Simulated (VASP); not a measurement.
# C (P6_3/mmc) in VASP: a series of runs

Runs on C. Level: r2SCAN. Tasks: single point.

All numbers are computed with VASP 6.6.1; they aren't measurements. Logs are shortened: lines on timing, memory, paths and dates and some standing lists are left out, and cuts for length are marked.

## 1. The cell of the first run

The structure is hexagonal, space group P6_3/mmc (No. 194). The conventional cell has a = 2.430 Å, b = 2.430 Å, c = 5.819 Å, α = 90.00°, β = 90.00°, γ = 120.00°. Within 1.9 Å of C (site symmetry -6m2) lie 3 C at 1.40 Å. Within 1.9 Å of C (site symmetry -6m2) lie 3 C at 1.40 Å.

## 2. Single point, r2SCAN

File POSCAR:

```
C
1.0
    2.4298944048      0.0000000000      0.0000000000
   -1.2149472024      2.1043502831      0.0000000000
    0.0000000000      0.0000000000      5.8191059144
C
4
Direct
    0.0000000000      0.0000000000      0.0025000000
    0.0000000000      0.0000000000      0.5025000000
    0.3333333333      0.6666666667      0.0025000000
    0.6666666667      0.3333333333      0.5025000000
```

File INCAR.step1:

```
ALGO = Normal
EDIFF = 1E-4
ENCUT = 520
GGA = PE
ISMEAR = 0
LASPH = T
LCHARG = F
LREAL = F
LWAVE = T
NBANDS = 16
NELM = 60
PREC = Accurate
SIGMA = 0.01
```

File INCAR.step2:

```
ALGO = Normal
EDIFF = 1E-7
ENCUT = 520
ISIF = 2
ISMEAR = 0
ISTART = 1
LASPH = T
LCHARG = T
LELF = T
LMIXTAU = T
LREAL = F
LVHAR = T
LWAVE = F
METAGGA = R2SCAN
NBANDS = 16
NELM = 60
PREC = Accurate
SIGMA = 0.01
```

File KPOINTS:

```
k-points
0
Gamma
  10 10 4
```

Potentials or basis: VASP PAW PBE potentials, release 64 (C).

The run is started by

```
> cat potpaw_PBE.64/C/POTCAR > POTCAR
> cp INCAR.step1 INCAR
> mpirun -np 1 vasp_std > vasp.out
> cp INCAR.step2 INCAR
> mpirun -np 1 vasp_std > vasp.out
```

OUTCAR:

```text
EDIFF = 1E-7
   ENCUT = 520
   ISIF = 2
   ISMEAR = 0
   ISTART = 1
   LASPH = T
   LREAL = F
   METAGGA = R2SCAN
   NELM = 60
   PREC = Accurate

 ion  position               nearest neighbor table
   1  0.000  0.000  0.002-   3 1.40   3 1.40   3 1.40
   2  0.000  0.000  0.502-   4 1.40   4 1.40   4 1.40
   3  0.333  0.667  0.002-   1 1.40   1 1.40   1 1.40
   4  0.667  0.333  0.502-   2 1.40   2 1.40   2 1.40

  LATTYP: Found a hexagonal cell.
 ALAT       =     2.4298944048
 C/A-ratio  =     2.3947978574

  Lattice vectors:

 A1 = (   2.4298944048,   0.0000000000,   0.0000000000)
 A2 = (  -1.2149472024,   2.1043502831,   0.0000000000)
 A3 = (   0.0000000000,   0.0000000000,   5.8191059144)

Analysis of symmetry for initial positions (statically):
=====================================================================
 Subroutine PRICEL returns:
 Original cell was already a primitive cell.

 Routine SETGRP: Setting up the symmetry group for a
 hexagonal supercell.

 Subroutine GETGRP returns: Found 24 space group operations
 (whereof  6 operations were pure point group operations)
 out of a pool of 24 trial point group operations.

The static configuration has the point symmetry C_3v.
 The point group associated with its full space group is D_6h.

Analysis of symmetry for dynamics (positions and initial velocities):
=====================================================================
 Subroutine PRICEL returns:
 Original cell was already a primitive cell.

 Routine SETGRP: Setting up the symmetry group for a
 hexagonal supercell.

 Subroutine GETGRP returns: Found 24 space group operations
 (whereof  6 operations were pure point group operations)
 out of a pool of 24 trial point group operations.

The dynamic configuration has the point symmetry C_3v.
 The point group associated with its full space group is D_6h.

 Subroutine INISYM returns: Found 24 space group operations
 (whereof  6 operations are pure point group operations),
 and found     1 'primitive' translations

----------------------------------------------------------------------------------------

                                     Primitive cell

  volume of cell :      29.7551

  direct lattice vectors                    reciprocal lattice vectors
     2.429894405  0.000000000  0.000000000     0.411540517  0.237603028  0.000000000
    -1.214947202  2.104350283  0.000000000     0.000000000  0.475206057  0.000000000
     0.000000000  0.000000000  5.819105914     0.000000000  0.000000000  0.171847706

  length of vectors
     2.429894405  2.429894405  5.819105914     0.475206057  0.475206057  0.171847706

  position of ions in fractional coordinates (direct lattice)
     0.000000000  0.000000000  0.002500000
     0.000000000  0.000000000  0.502500000
     0.333333333  0.666666667  0.002500000
     0.666666667  0.333333333  0.502500000

  ion indices of the primitive-cell ions
   primitive index   ion index
                 1           1
                 2           2
                 3           3
                 4           4

----------------------------------------------------------------------------------------

 KPOINTS: k-points

Automatic generation of k-mesh.
 Grid dimensions read from file:
 generate k-points for:   10   10    4

 Generating k-lattice:

  Cartesian coordinates                     Fractional coordinates (reciprocal lattice)
     0.041154052  0.023760303  0.000000000     0.100000000 -0.000000000  0.000000000
     0.000000000  0.047520606  0.000000000     0.000000000  0.100000000  0.000000000
     0.000000000  0.000000000  0.042961926     0.000000000  0.000000000  0.250000000

  Length of vectors
     0.047520606  0.047520606  0.042961926

  Shift w.r.t. Gamma in fractional coordinates (k-lattice)
     0.000000000  0.000000000  0.000000000

 Subroutine IBZKPT returns following result:
 ===========================================

 Found     42 irreducible k-points:

 Following reciprocal coordinates:
            Coordinates               Weight
  0.000000  0.000000  0.000000      1.000000
  0.100000 -0.000000  0.000000      6.000000
  0.200000 -0.000000  0.000000      6.000000
  0.300000  0.000000  0.000000      6.000000
  0.400000  0.000000  0.000000      6.000000
  0.500000  0.000000  0.000000      3.000000
[... 16 lines left out ...]
  0.300000  0.100000  0.250000     24.000000
  0.400000  0.100000  0.250000     24.000000
 [... further k-points ...]
   k-points           NKPTS =     42   k-points in BZ     NKDIM =     42   number of bands    NBANDS=     16
   number of dos      NEDOS =    301   number of ions     NIONS =      4
   total plane-waves  NPLWV =  15552
   dimension x,y,z NGX =    18 NGY =   18 NGZ =   48
   dimension x,y,z NGXF=    36 NGYF=   36 NGZF=   96
   ions per type =               4
   NGX,Y,Z   is equivalent  to a cutoff of  12.32, 12.32, 13.71 a.u.
   NGXF,Y,Z  is equivalent  to a cutoff of  24.63, 24.63, 27.43 a.u.
 SYSTEM =  unknown system
   PREC   = accura    normal or accurate (medium, high low for compatibility)
   ISTART =      1    job   : 0-new  1-cont  2-samecut
   ICHARG =      0    charge: 1-file 2-atom 10-const
   ISPIN  =      1    spin polarized calculation?
   LNONCOLLINEAR =      F non collinear calculations
   LSORBIT =      F    spin-orbit coupling
   LASPH  =      T    aspherical Exc in radial PAW
   ENCUT  =  520.0 eV  38.22 Ry    6.18 a.u.   4.52  4.52 10.82*2*pi/ulx,y,z
   NELM   =     60;   NELMIN=  2; NELMDL=  0     # of ELM steps
   EDIFF  = 0.1E-06   stopping-criterion for ELM
   LREAL  =      F    real-space projection
   EDIFFG = 0.1E-05   stopping-criterion for IOM
   NSW    =      0    number of steps for IOM
   IBRION =     -1    ionic relax: 0-MD 1-quasi-New 2-CG
   NFREE  =      0    steps in history (QN), initial steepest desc. (CG)
   ISIF   =      2    stress and relaxation
   ISYM   =      2    0-nonsym 1-usesym 2-fastsym
   POTIM  = 0.5000    time-step for ionic-motion
   TEBEG  =    0.0;   TEEND  =   0.0 temperature during run
   PSTRESS=    0.0 pullay stress
   NELECT =      16.0000    total number of electrons
   NUPDOWN=      -1.0000    fix difference up-down
   EMIN   =  10.00;   EMAX   =-10.00  energy-range for DOS
   EFERMI =   0.00;   METHOD = LEGACY
   ISMEAR =     0;   SIGMA  =   0.01  broadening in eV -4-tet -1-fermi 0-gaus
   EFERMI_NEDOS =   21; number of points for ismear=-14 and -15
   IALGO  =     38    algorithm
   IMIX   =      4    mixing-type and parameters
     AMIX     =   0.40;   BMIX     =  1.00
     AMIX_MAG =   1.60;   BMIX_MAG =  1.00
  volume/ion in A,a.u.               =       7.44        50.20
  Fermi-wavevector in a.u.,A,eV,Ry     =   1.331254  2.515705 24.112751  1.772237
  Thomas-Fermi vector in A             =   2.460279
   LORBIT       =      0    0 simple, 1 ext, 2 COOP (PROOUT), +10 PAW based schemes
   METAGGA = R2SCAN    functional components
   LHFCALC =     F    Hartree Fock is set to
   AEXX    =    0.0000 exact exchange contribution
   IVDW    =     0    specifies the selected vdW correction
   LEPSILON=     F    determine dielectric tensor
   LRPA    =     F    only Hartree local field effects (RPA)
 non-spin polarized calculation
 Gauss-broadening in eV      SIGMA  =   0.01
  energy-cutoff  :      520.00
  volume of cell :       29.76
 maximum number of plane-waves:       817
   NGX =  9   NGY =  9   NGZ = 21

 number of electron      15.9999998 magnetization

 Free energy of the ion-electron system (eV)
  ---------------------------------------------------
  ext. energy  EPLUGINS =         0.00000000
  ---------------------------------------------------
  free energy    TOTEN  =       -39.52180415 eV

  energy without entropy =      -39.52180415  energy(sigma->0) =      -39.52180415

 E-fermi :   6.1151     XC(G=0): -12.2376

 val. band max:        6.0586299541   @ k =   0.3000   0.3000   0.0000
 cond. band min:       6.6974548994   @ k =   0.3000   0.3000   0.0000
 fundamental gap:      0.6388249453
 Fermi energy:         6.1150796125

 k-point     1 :       0.0000    0.0000    0.0000
  band No.  band energies     occupation
      1     -15.2079      2.00000
      2     -14.3952      2.00000
      3      -3.7305      2.00000
      4       0.1407      2.00000
      5       3.0942      2.00000
      6       3.0942      2.00000
[... 8 lines left out ...]
     15      19.5185      0.00000
     16      19.9710      0.00000

 k-point     2 :       0.1000   -0.0000    0.0000
  band No.  band energies     occupation
      1     -14.9473      2.00000
      2     -14.1444      2.00000
      3      -3.4144      2.00000
      4       0.4265      2.00000
      5       2.0520      2.00000
      6       2.1919      2.00000
[... 8 lines left out ...]
     15      18.6226      0.00000
     16      20.4325      0.00000

 k-point     3 :       0.2000   -0.0000    0.0000
  band No.  band energies     occupation
      1     -14.1694      2.00000
      2     -13.3954      2.00000
      3      -2.4742      2.00000
      4      -0.3933      2.00000
      5      -0.1358      2.00000
      6       1.2655      2.00000
[... 8 lines left out ...]
     15      19.2105      0.00000
     16      21.6783      0.00000

 k-point     4 :       0.3000    0.0000    0.0000
  band No.  band energies     occupation
      1     -12.8885      2.00000
      2     -12.1621      2.00000
      3      -3.3028      2.00000
      4      -2.9287      2.00000
      5      -0.9433      2.00000
      6       0.3014      2.00000
[... 8 lines left out ...]
     15      22.7070      0.00000
     16      22.8086      0.00000
[... 324 lines left out ...]
 k-point    22 :       0.2000    0.1000    0.2500
  band No.  band energies     occupation
      1     -13.3012      2.00000
      2     -12.7762      2.00000
      3      -1.8147      2.00000
      4      -1.6228      2.00000
      5      -1.0967      2.00000
      6       0.1235      2.00000
[... 8 lines left out ...]
     15      19.8582      0.00000
     16      21.0802      0.00000

 k-point    23 :       0.3000    0.1000    0.2500
  band No.  band energies     occupation
      1     -11.7907      2.00000
      2     -11.3062      2.00000
      3      -4.5967      2.00000
      4      -4.3083      2.00000
      5      -0.8968      2.00000
      6      -0.7337      2.00000
[... 8 lines left out ...]
     15      22.0033      0.00000
     16      22.8638      0.00000

 k-point    24 :       0.4000    0.1000    0.2500
  band No.  band energies     occupation
      1      -9.8729      2.00000
      2      -9.4609      2.00000
      3      -7.2060      2.00000
      4      -6.8708      2.00000
      5      -1.4225      2.00000
      6      -1.2486      2.00000
[... 8 lines left out ...]
     15      22.1114      0.00000
     16      22.9887      0.00000

 [... further k-points ...]
[... 5 lines left out ...]
  --------------------------------------------------------------------------------------
  -------------------------------------------------------------------------------------
  Total        3.0241274      3.0241274      2.7596983      0.0000000      0.0000000      0.0000000
  in kB      162.8354540    162.8354540    148.5971551      0.0000000      0.0000000      0.0000000
  external PRESSURE =     158.0893544 kB  Pullay stress =       0.0000000 kB

 VOLUME and BASIS-vectors are now :
 -----------------------------------------------------------------------------
  energy-cutoff  :      520.00
  volume of cell :       29.76
      direct lattice vectors                 reciprocal lattice vectors
     2.429894405  0.000000000  0.000000000     0.411540517  0.237603028  0.000000000
    -1.214947202  2.104350283  0.000000000     0.000000000  0.475206057  0.000000000
     0.000000000  0.000000000  5.819105914     0.000000000  0.000000000  0.171847706

 POSITION                                       TOTAL-FORCE (eV/Angst)
 -----------------------------------------------------------------------------------
      0.00000      0.00000      0.01455         0.000000      0.000000      0.000000
      0.00000      0.00000      2.92410        -0.000000     -0.000000      0.000000
     -0.00000      1.40290      0.01455        -0.000000      0.000000     -0.000000
      1.21495      0.70145      2.92410         0.000000     -0.000000      0.000000
 -----------------------------------------------------------------------------------
    total drift:                               -0.000000     -0.000000     -0.000023

  FREE ENERGIE OF THE ION-ELECTRON SYSTEM (eV)
  ---------------------------------------------------
  free  energy   TOTEN  =       -39.5218041508 eV

  energy  without entropy=      -39.5218041508  energy(sigma->0) =      -39.52180415
```

Run time: 1.7 min. Hardware: 1 thread of AMD EPYC 7R43 (Zen 3), shared host; peak memory 0.11 GiB.

Results:

* Free energy: -39.5218 eV
* Pressure: 15.8 GPa
* Band gap on the k mesh: 0.64 eV, direct

Stress tensor (GPa, compression positive):
```
16.28  0.00  0.00
 0.00 16.28  0.00
 0.00  0.00 14.86
```

Levels at points of the mesh, in eV from the valence-band top:
| k point | band 5 | band 6 | band 7 | band 8 | band 9 | band 10 | band 11 | band 12 |
| --- | --- | --- | --- | --- | --- | --- | --- | --- |
| (0.00, 0.00, 0.00) | -2.96 | -2.96 | -2.89 | -2.89 | 6.39 | 9.12 | 9.12 | 9.28 |
| (0.50, 0.00, 0.00) | -6.75 | -6.56 | -3.33 | -2.00 | 2.11 | 3.13 | 7.80 | 8.86 |
| (0.00, 0.00, 0.50) | -2.93 | -2.93 | -2.93 | -2.93 | 9.19 | 9.19 | 9.19 | 9.19 |
| (0.50, 0.00, 0.50) | -6.66 | -6.66 | -2.37 | -2.37 | 1.98 | 1.98 | 8.30 | 8.30 |

Caveat: the PAW data sets were made with another functional, which shifts forces and pressure a little.

## 3. Single point, r2SCAN

This run uses another cell than the first one, of 7.75 Å³/atom, 1.042 times its volume.

File POSCAR:

```
C
1.0
    2.4375190435      0.0000000000      0.0000000000
   -1.2187595217      2.1109534138      0.0000000000
    0.0000000000      0.0000000000      6.0274285585
C
4
Direct
    0.0000000000      0.0000000000      0.0025000000
    0.0000000000      0.0000000000      0.5025000000
    0.3333333333      0.6666666667      0.0025000000
    0.6666666667      0.3333333333      0.5025000000
```

File INCAR.step1:

```
SYSTEM = C
ALGO     = Normal         ! electronic algorithm
EDIFF    = 1E-4           ! SCF threshold, eV
ENCUT    = 520            ! plane-wave cutoff, eV
GGA      = PE             ! functional
ISMEAR   = 0              ! smearing method
LASPH    = .True.         ! aspherical terms in the spheres
LCHARG   = .False.        ! write CHGCAR
LREAL    = .False.        ! projectors in reciprocal space
LWAVE    = .True.         ! write WAVECAR
NBANDS   = 16             ! bands
NELM     = 60             ! most SCF steps
PREC     = Accurate       ! precision mode
SIGMA    = 0.01           ! smearing width, eV
```

File INCAR.step2:

```
SYSTEM = C
ALGO     = Normal         ! electronic algorithm
EDIFF    = 1E-6           ! SCF threshold, eV
ENCUT    = 520            ! plane-wave cutoff, eV
ISIF     = 2              ! what is computed and relaxed
ISMEAR   = 0              ! smearing method
ISTART   = 1            
LASPH    = .True.         ! aspherical terms in the spheres
LCHARG   = .False.        ! write CHGCAR
LMIXTAU  = .True.       
LREAL    = .False.        ! projectors in reciprocal space
LWAVE    = .False.        ! write WAVECAR
METAGGA  = R2SCAN         ! meta-GGA
NBANDS   = 16             ! bands
NELM     = 60             ! most SCF steps
PREC     = Accurate       ! precision mode
SIGMA    = 0.01           ! smearing width, eV
```

File KPOINTS:

```
k-points
0
Gamma
  10 10 4
  0 0 0
```

Potentials or basis: VASP PAW PBE potentials, release 64 (C).

The run is started by

```
> cat potpaw_PBE.64/C/POTCAR > POTCAR
> cp INCAR.step1 INCAR
> mpirun -np 1 vasp_std > vasp.out
> cp INCAR.step2 INCAR
> mpirun -np 1 vasp_std > vasp.out
```

It took 97 s on 1 thread of AMD EPYC 7R43 (Zen 3), shared host; peak memory 0.1 GiB.

Results (log left out):

```
Free energy            : -39.6209 eV
Pressure               : 10.8 GPa
Band gap on the k mesh : 0.83 eV, direct
```

Stress tensor (GPa, compression positive):
```
11.23  0.00  0.00
 0.00 11.23  0.00
 0.00  0.00  9.86
```

Levels at points of the mesh, in eV from the valence-band top:
```csv
k point,band 4,band 5,band 6,band 7,band 8,band 9,band 10,band 11,band 12,band 13
"(0.00, 0.00, 0.00)",-6.10,-2.88,-2.88,-2.83,-2.83,5.95,9.15,9.15,9.28,9.28
"(0.50, 0.00, 0.00)",-13.78,-6.62,-6.48,-3.07,-1.90,2.07,3.04,7.89,8.75,12.97
"(0.00, 0.00, 0.50)",-7.96,-2.86,-2.86,-2.86,-2.86,9.21,9.21,9.21,9.21,9.74
"(0.50, 0.00, 0.50)",-13.91,-6.55,-6.55,-2.27,-2.27,2.06,2.06,8.30,8.30,14.54
```

Caveat: the PAW data sets were made with another functional, which shifts forces and pressure a little. A k mesh can miss the band edges.
